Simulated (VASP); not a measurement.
# Ca3AsP (Pm-3m) in VASP: notebook

The runs below take Ca3AsP through relaxation of cell and atoms, with LDA, PBE, PBEsol.

Program: VASP 6.6.1. These are calculated values, not measurements. Logs are shortened: lines on timing, memory, paths and dates and some standing lists are left out, and cuts for length are marked.

### Step 1. The cell of the first run

It takes space group Pm-3m (No. 221, cubic). Conventional cell: a = 5.334 Å, b = 5.334 Å, c = 5.334 Å, α = 90.00°, β = 90.00°, γ = 90.00°. Within 5.0 Å of As (site symmetry m-3m) lie 12 Ca at 3.77 Å and 8 P at 4.62 Å. Within 3.5 Å of Ca (site symmetry 4/mmm) lie 2 P at 2.67 Å. Within 3.5 Å of P (site symmetry m-3m) lie 6 Ca at 2.67 Å.

### Step 2. Relaxation of cell and atoms, LDA

INCAR

```
SYSTEM = Ca3AsP
ALGO = Normal ; EDIFF = 1E-6
EDIFFG = -0.01 ; ENCUT = 600
GGA = CA ; IBRION = 2
ISIF = 3 ; ISMEAR = -1
LASPH = .TRUE. ; LCHARG = .FALSE.
LREAL = .FALSE. ; LWAVE = .FALSE.
NELM = 100 ; NSW = 60
PREC = Accurate ; SIGMA = 0.05
```

KPOINTS

```
k-points
0
G
  5 5 5
  0 0 0
```

POSCAR

```
Ca3AsP
1.0
    5.3338990000      0.0000000000      0.0000000000
    0.0000000000      5.3338990000      0.0000000000
    0.0000000000      0.0000000000      5.3338990000
As Ca P
1 3 1
Direct
    0.0000000000      0.0000000000      0.0000000000
    0.5000000000      0.5000000000      0.0000000000
    0.5000000000      0.0000000000      0.5000000000
    0.0000000000      0.5000000000      0.5000000000
    0.5000000000      0.5000000000      0.5000000000
```

Potentials or basis: VASP PAW LDA potentials, release 64 (As, Ca_sv, P).

The run is started by

```bash
> cat potpaw_LDA.64/As/POTCAR potpaw_LDA.64/Ca_sv/POTCAR potpaw_LDA.64/P/POTCAR > POTCAR
> mpirun -np 1 vasp_std > vasp.out
```

OUTCAR:

```text
SYSTEM = Ca3AsP
   EDIFF = 1E-6
   EDIFFG = -0.01
   ENCUT = 600
   GGA = CA
   IBRION = 2
   ISIF = 3
   ISMEAR = -1
   LASPH = .TRUE.
   LREAL = .FALSE.
   NELM = 100
   NSW = 60
   PREC = Accurate

 ion  position               nearest neighbor table
   1  0.000  0.000  0.000-
   2  0.500  0.500  0.000-   5 2.67   5 2.67
   3  0.500  0.000  0.500-   5 2.67   5 2.67
   4  0.000  0.500  0.500-   5 2.67   5 2.67
   5  0.500  0.500  0.500-   2 2.67   3 2.67   4 2.67   2 2.67   3 2.67   4 2.67

  LATTYP: Found a simple cubic cell.
 ALAT       =     5.3338990000

  Lattice vectors:

 A1 = (   5.3338990000,   0.0000000000,   0.0000000000)
 A2 = (   0.0000000000,   5.3338990000,   0.0000000000)
 A3 = (   0.0000000000,   0.0000000000,   5.3338990000)

Analysis of symmetry for initial positions (statically):
=====================================================================
 Subroutine PRICEL returns:
 Original cell was already a primitive cell.

 Routine SETGRP: Setting up the symmetry group for a
 simple cubic supercell.

 Subroutine GETGRP returns: Found 48 space group operations
 (whereof 48 operations were pure point group operations)
 out of a pool of 48 trial point group operations.

The static configuration has the point symmetry O_h .

Analysis of symmetry for dynamics (positions and initial velocities):
=====================================================================
 Subroutine PRICEL returns:
 Original cell was already a primitive cell.

 Routine SETGRP: Setting up the symmetry group for a
 simple cubic supercell.

 Subroutine GETGRP returns: Found 48 space group operations
 (whereof 48 operations were pure point group operations)
 out of a pool of 48 trial point group operations.

The dynamic configuration has the point symmetry O_h .

 Subroutine INISYM returns: Found 48 space group operations
 (whereof 48 operations are pure point group operations),
 and found     1 'primitive' translations

----------------------------------------------------------------------------------------

                                     Primitive cell

  volume of cell :     151.7520

  direct lattice vectors                    reciprocal lattice vectors
     5.333899000  0.000000000  0.000000000     0.187480115  0.000000000  0.000000000
     0.000000000  5.333899000  0.000000000     0.000000000  0.187480115  0.000000000
     0.000000000  0.000000000  5.333899000     0.000000000  0.000000000  0.187480115

  length of vectors
     5.333899000  5.333899000  5.333899000     0.187480115  0.187480115  0.187480115

  position of ions in fractional coordinates (direct lattice)
     0.000000000  0.000000000  0.000000000
     0.500000000  0.500000000  0.000000000
     0.500000000  0.000000000  0.500000000
     0.000000000  0.500000000  0.500000000
     0.500000000  0.500000000  0.500000000

  ion indices of the primitive-cell ions
   primitive index   ion index
                 1           1
                 2           2
                 3           3
                 4           4
                 5           5

----------------------------------------------------------------------------------------

 KPOINTS: k-points

Automatic generation of k-mesh.
 Grid dimensions read from file:
 generate k-points for:    5    5    5

 Generating k-lattice:

  Cartesian coordinates                     Fractional coordinates (reciprocal lattice)
     0.037496023  0.000000000  0.000000000     0.200000000  0.000000000  0.000000000
     0.000000000  0.037496023  0.000000000     0.000000000  0.200000000  0.000000000
     0.000000000  0.000000000  0.037496023     0.000000000  0.000000000  0.200000000

  Length of vectors
     0.037496023  0.037496023  0.037496023

  Shift w.r.t. Gamma in fractional coordinates (k-lattice)
     0.000000000  0.000000000  0.000000000

 Subroutine IBZKPT returns following result:
 ===========================================

 Found     10 irreducible k-points:

 Following reciprocal coordinates:
            Coordinates               Weight
  0.000000  0.000000  0.000000      1.000000
  0.200000  0.000000  0.000000      6.000000
  0.400000  0.000000  0.000000      6.000000
  0.200000  0.200000  0.000000     12.000000
  0.400000  0.200000  0.000000     24.000000
  0.400000  0.400000  0.000000     12.000000
  0.200000  0.200000  0.200000      8.000000
  0.400000  0.200000  0.200000     24.000000
  0.400000  0.400000  0.200000     24.000000
  0.400000  0.400000  0.400000      8.000000
   k-points           NKPTS =     10   k-points in BZ     NKDIM =     10   number of bands    NBANDS=     24
   number of dos      NEDOS =    301   number of ions     NIONS =      5
   total plane-waves  NPLWV = 110592
   dimension x,y,z NGX =    48 NGY =   48 NGZ =   48
   dimension x,y,z NGXF=    96 NGYF=   96 NGZF=   96
   ions per type =               1   3   1
   NGX,Y,Z   is equivalent  to a cutoff of  14.96, 14.96, 14.96 a.u.
   NGXF,Y,Z  is equivalent  to a cutoff of  29.92, 29.92, 29.92 a.u.
 SYSTEM =  Ca3AsP
   PREC   = accura    normal or accurate (medium, high low for compatibility)
   ISTART =      0    job   : 0-new  1-cont  2-samecut
   ICHARG =      2    charge: 1-file 2-atom 10-const
   ISPIN  =      1    spin polarized calculation?
   LNONCOLLINEAR =      F non collinear calculations
   LSORBIT =      F    spin-orbit coupling
   LASPH  =      T    aspherical Exc in radial PAW
   ENCUT  =  600.0 eV  44.10 Ry    6.64 a.u.  10.65 10.65 10.65*2*pi/ulx,y,z
   NELM   =    100;   NELMIN=  2; NELMDL= -5     # of ELM steps
   EDIFF  = 0.1E-05   stopping-criterion for ELM
   LREAL  =      F    real-space projection
   EDIFFG = -.1E-01   stopping-criterion for IOM
   NSW    =     60    number of steps for IOM
   IBRION =      2    ionic relax: 0-MD 1-quasi-New 2-CG
   NFREE  =      1    steps in history (QN), initial steepest desc. (CG)
   ISIF   =      3    stress and relaxation
   ISYM   =      2    0-nonsym 1-usesym 2-fastsym
   POTIM  = 0.5000    time-step for ionic-motion
   TEBEG  =    0.0;   TEEND  =   0.0 temperature during run
   PSTRESS=    0.0 pullay stress
   NELECT =      40.0000    total number of electrons
   NUPDOWN=      -1.0000    fix difference up-down
   EMIN   =  10.00;   EMAX   =-10.00  energy-range for DOS
   EFERMI =   0.00;   METHOD = LEGACY
   ISMEAR =    -1;   SIGMA  =   0.05  broadening in eV -4-tet -1-fermi 0-gaus
   EFERMI_NEDOS =   21; number of points for ismear=-14 and -15
   IALGO  =     38    algorithm
   IMIX   =      4    mixing-type and parameters
     AMIX     =   0.40;   BMIX     =  1.00
     AMIX_MAG =   1.60;   BMIX_MAG =  1.00
  volume/ion in A,a.u.               =      30.35       204.81
  Fermi-wavevector in a.u.,A,eV,Ry     =   1.049663  1.983576 14.990806  1.101793
  Thomas-Fermi vector in A             =   2.184635
   LORBIT       =      0    0 simple, 1 ext, 2 COOP (PROOUT), +10 PAW based schemes
   GGA     = CA    functional components
   LHFCALC =     F    Hartree Fock is set to
   AEXX    =    0.0000 exact exchange contribution
   IVDW    =     0    specifies the selected vdW correction
   LEPSILON=     F    determine dielectric tensor
   LRPA    =     F    only Hartree local field effects (RPA)
 conjugate gradient relaxation of ions
 non-spin polarized calculation
  energy-cutoff  :      600.00
  volume of cell :      151.75
 maximum number of plane-waves:      5086
 NGX is ok and might be reduce to    48
   NGX = 21   NGY = 21   NGZ = 21

--------------------------------------- Ionic step        1  -------------------------------------------

 number of electron      40.0000002 magnetization

 Free energy of the ion-electron system (eV)
  ---------------------------------------------------
  ext. energy  EPLUGINS =         0.00000000
  ---------------------------------------------------
  free energy    TOTEN  =       -22.35775818 eV

  energy without entropy =      -22.35602333  energy(sigma->0) =      -22.35689076

------------------------ aborting loop because EDIFF is reached ----------------------------------------

  FORCE on cell =-STRESS in cart. coord.  units (eV):
  Direction    XX          YY          ZZ          XY          YZ          ZX
  --------------------------------------------------------------------------------------
  -------------------------------------------------------------------------------------
  Total       -2.5719941     -2.5719941     -2.5719941     -0.0000000     -0.0000000     -0.0000000
  in kB      -27.1547737    -27.1547737    -27.1547737     -0.0000000     -0.0000000     -0.0000000
  external PRESSURE =     -27.1547737 kB  Pullay stress =       0.0000000 kB

 VOLUME and BASIS-vectors are now :
 -----------------------------------------------------------------------------
  energy-cutoff  :      600.00
  volume of cell :      151.75
      direct lattice vectors                 reciprocal lattice vectors
     5.333899000  0.000000000  0.000000000     0.187480115  0.000000000  0.000000000
     0.000000000  5.333899000  0.000000000     0.000000000  0.187480115  0.000000000
     0.000000000  0.000000000  5.333899000     0.000000000  0.000000000  0.187480115
[... 40 lines left out ...]
 POSITION                                       TOTAL-FORCE (eV/Angst)
 -----------------------------------------------------------------------------------
      0.00000      0.00000      0.00000         0.000000      0.000000      0.000000
      2.60077      2.60077     -0.00000        -0.000000      0.000000      0.000000
      2.60077     -0.00000      2.60077         0.000000     -0.000000      0.000000
     -0.00000      2.60077      2.60077         0.000000     -0.000000      0.000000
      2.60077      2.60077      2.60077        -0.000000      0.000000      0.000000
 -----------------------------------------------------------------------------------
    total drift:                                0.000000      0.000000     -0.000000

  FREE ENERGIE OF THE ION-ELECTRON SYSTEM (eV)
  ---------------------------------------------------
  free  energy   TOTEN  =       -22.4490716285 eV

  energy  without entropy=      -22.4481245636  energy(sigma->0) =      -22.44859810

--------------------------------------- Ionic step        3  -------------------------------------------

 number of electron      40.0000001 magnetization

 Free energy of the ion-electron system (eV)
  ---------------------------------------------------
  ext. energy  EPLUGINS =         0.00000000
  ---------------------------------------------------
  free energy    TOTEN  =       -22.44966034 eV

  energy without entropy =      -22.44865199  energy(sigma->0) =      -22.44915616

 E-fermi :   3.0122     XC(G=0):  -8.9884

 val. band max:        2.8818245921   @ k =   0.0000   0.0000   0.0000
 cond. band min:       3.0796257508   @ k =   0.0000   0.0000   0.0000
 fundamental gap:      0.1978011587
 Fermi energy:         3.0121877428

 k-point     1 :       0.0000    0.0000    0.0000
  band No.  band energies     occupation
      1     -37.6075      2.00000
      2     -37.5700      2.00000
      3     -37.5700      2.00000
      4     -19.0553      2.00000
      5     -19.0553      2.00000
      6     -19.0553      2.00000
[... 16 lines left out ...]
     23       3.6241      0.00001
     24       3.7623      0.00000
[... 263 lines left out ...]
 POSITION                                       TOTAL-FORCE (eV/Angst)
 -----------------------------------------------------------------------------------
      0.00000      0.00000      0.00000         0.000000      0.000000      0.000000
      2.60541      2.60541     -0.00000        -0.000000      0.000000      0.000000
      2.60541     -0.00000      2.60541         0.000000     -0.000000      0.000000
     -0.00000      2.60541      2.60541         0.000000     -0.000000      0.000000
      2.60541      2.60541      2.60541        -0.000000      0.000000      0.000000
 -----------------------------------------------------------------------------------
    total drift:                                0.000000      0.000000     -0.000000

  FREE ENERGIE OF THE ION-ELECTRON SYSTEM (eV)
  ---------------------------------------------------
  free  energy   TOTEN  =       -22.4496603381 eV

  energy  without entropy=      -22.4486519893  energy(sigma->0) =      -22.44915616

 reached required accuracy - stopping structural energy minimisation
```

It took 47 s on 1 thread of Intel Xeon 6975P-C (Granite Rapids), shared host; peak memory 0.29 GiB.

What came out:

- Free energy: -22.4497 eV
- Relaxed volume: 28.30 Å³/atom
- Relaxed cell: a = 5.211 Å, b = 5.211 Å, c = 5.211 Å, α = 90.00°, β = 90.00°, γ = 90.00°
- Space group after relaxing (to 0.05 Å): Pm-3m (No. 221)
- Energy gained by relaxing: 18.4 meV/atom
- Ionic steps: 3
- Pressure after relaxing: 0.0 GPa
- Band gap on the k mesh: 0.20 eV, direct

Step by step:
```
step  energy change (eV)  largest force (eV/Å)  pressure (GPa)  volume (Å³)
   1              0.0000                0.0000           -2.72       151.75
   2             -0.0913                0.0000            0.24       140.73
   3             -0.0919                0.0000            0.01       141.49
```

Final structure:
```xyz
5
Lattice="5.2108 0.0000 0.0000 0.0000 5.2108 0.0000 0.0000 0.0000 5.2108" Properties=species:S:1:pos:R:3 pbc="T T T"
As    0.0000    0.0000    0.0000
Ca    2.6054    2.6054    0.0000
Ca    2.6054    0.0000    2.6054
Ca    0.0000    2.6054    2.6054
P     2.6054    2.6054    2.6054
```

Levels at points of the mesh, in eV from the valence-band top:
| k point | band 18 | band 19 | band 20 | band 21 | band 22 | band 23 |
| --- | --- | --- | --- | --- | --- | --- |
| (0.00, 0.00, 0.00) | 0.00 | 0.00 | 0.00 | 0.20 | 0.74 | 0.74 |

### Step 3. Relaxation of cell and atoms, PBE

INCAR

```
PREC     = Accurate       # precision mode
ENCUT    = 600            # plane-wave cutoff, eV
EDIFF    = 1E-7           # SCF threshold, eV
ISMEAR   = -1             # smearing method
SIGMA    = 0.05           # smearing width, eV
LREAL    = F              # projectors in reciprocal space
LASPH    = T              # aspherical terms in the spheres
NELM     = 60             # most SCF steps
ALGO     = Normal         # electronic algorithm
ISIF     = 3              # what is computed and relaxed
LWAVE    = F              # write WAVECAR
LCHARG   = F              # write CHGCAR
GGA      = PE             # functional
IBRION   = 2              # ionic algorithm
NSW      = 60             # ionic steps
EDIFFG   = -0.01          # ionic threshold
```

KPOINTS

```
regular mesh
0
Gamma
  5 5 5
```

POSCAR is that of step 2.

Potentials or basis: VASP PAW PBE potentials, release 64 (As, Ca_sv, P).

The run is started by

```bash
> cat potpaw_PBE.64/As/POTCAR potpaw_PBE.64/Ca_sv/POTCAR potpaw_PBE.64/P/POTCAR > POTCAR
> mpirun -np 1 vasp_std > vasp.out
```

OUTCAR:

```text
PREC = Accurate
   ENCUT = 600
   EDIFF = 1E-7
   ISMEAR = -1
   LREAL = F
   LASPH = T
   NELM = 60
   ISIF = 3
   GGA = PE
   IBRION = 2
   NSW = 60
   EDIFFG = -0.01

 ion  position               nearest neighbor table
   1  0.000  0.000  0.000-
   2  0.500  0.500  0.000-   5 2.67   5 2.67
   3  0.500  0.000  0.500-   5 2.67   5 2.67
   4  0.000  0.500  0.500-   5 2.67   5 2.67
   5  0.500  0.500  0.500-   2 2.67   3 2.67   4 2.67   2 2.67   3 2.67   4 2.67

  LATTYP: Found a simple cubic cell.
 ALAT       =     5.3338990000

  Lattice vectors:

 A1 = (   5.3338990000,   0.0000000000,   0.0000000000)
 A2 = (   0.0000000000,   5.3338990000,   0.0000000000)
 A3 = (   0.0000000000,   0.0000000000,   5.3338990000)

Analysis of symmetry for initial positions (statically):
=====================================================================
 Subroutine PRICEL returns:
 Original cell was already a primitive cell.

 Routine SETGRP: Setting up the symmetry group for a
 simple cubic supercell.

[... 158 lines left out ...]
 E-fermi :   2.7563     XC(G=0):  -8.4488

 val. band max:        2.6321044912   @ k =   0.0000   0.0000   0.0000
 cond. band min:       2.8162888490   @ k =   0.0000   0.0000   0.0000
 fundamental gap:      0.1841843578
 Fermi energy:         2.7562985751

 k-point     1 :       0.0000    0.0000    0.0000
  band No.  band energies     occupation
      1     -38.5054      2.00000
      2     -38.4804      2.00000
      3     -38.4804      2.00000
      4     -19.6109      2.00000
      5     -19.6109      2.00000
      6     -19.6109      2.00000
[... 259 lines left out ...]
     23       4.9077      0.00000
     24       5.0028      0.00000

------------------------ aborting loop because EDIFF is reached ----------------------------------------

  FORCE on cell =-STRESS in cart. coord.  units (eV):
  Direction    XX          YY          ZZ          XY          YZ          ZX
  --------------------------------------------------------------------------------------
  -------------------------------------------------------------------------------------
  Total        0.0321191      0.0321191      0.0321191     -0.0000000     -0.0000000      0.0000000
  in kB        0.3391093      0.3391093      0.3391093     -0.0000000     -0.0000000      0.0000000
  external PRESSURE =       0.3391093 kB  Pullay stress =       0.0000000 kB

 VOLUME and BASIS-vectors are now :
 -----------------------------------------------------------------------------
  energy-cutoff  :      600.00
  volume of cell :      151.75
      direct lattice vectors                 reciprocal lattice vectors
     5.333899000  0.000000000  0.000000000     0.187480115  0.000000000  0.000000000
     0.000000000  5.333899000  0.000000000     0.000000000  0.187480115  0.000000000
     0.000000000  0.000000000  5.333899000     0.000000000  0.000000000  0.187480115

 POSITION                                       TOTAL-FORCE (eV/Angst)
 -----------------------------------------------------------------------------------
      0.00000      0.00000      0.00000         0.000000      0.000000      0.000000
      2.66695      2.66695      0.00000         0.000000      0.000000      0.000000
      2.66695      0.00000      2.66695         0.000000      0.000000      0.000000
      0.00000      2.66695      2.66695         0.000000      0.000000      0.000000
      2.66695      2.66695      2.66695         0.000000      0.000000      0.000000
 -----------------------------------------------------------------------------------
    total drift:                                0.000000      0.000000     -0.000000

  FREE ENERGIE OF THE ION-ELECTRON SYSTEM (eV)
  ---------------------------------------------------
  free  energy   TOTEN  =       -20.1649246302 eV

  energy  without entropy=      -20.1638356837  energy(sigma->0) =      -20.16438016

 reached required accuracy - stopping structural energy minimisation
```

Run time: 26 s. Hardware: 1 thread of Intel Xeon 6975P-C (Granite Rapids), shared host; peak memory 0.33 GiB.

What came out:

| Quantity | Value |
| --- | --- |
| Free energy | -20.1649 eV |
| Pressure after relaxing | 0.0 GPa |
| Band gap on the k mesh | 0.18 eV, direct |

Final structure:
```cif
data_structure
_symmetry_space_group_name_H-M 'P 1'
_symmetry_Int_Tables_number 1
_cell_length_a 5.3339
_cell_length_b 5.3339
_cell_length_c 5.3339
_cell_angle_alpha 90.000
_cell_angle_beta 90.000
_cell_angle_gamma 90.000
_cell_volume 151.75
loop_
_atom_site_label
_atom_site_type_symbol
_atom_site_fract_x
_atom_site_fract_y
_atom_site_fract_z
_atom_site_occupancy
As1 As 0.00000 0.00000 0.00000 1
Ca1 Ca 0.50000 0.50000 0.00000 1
Ca2 Ca 0.50000 0.00000 0.50000 1
Ca3 Ca 0.00000 0.50000 0.50000 1
P1 P 0.50000 0.50000 0.50000 1
```

Caveat: the relaxation stopped at its first step, so nothing moved.

[end of part 1 of 2]
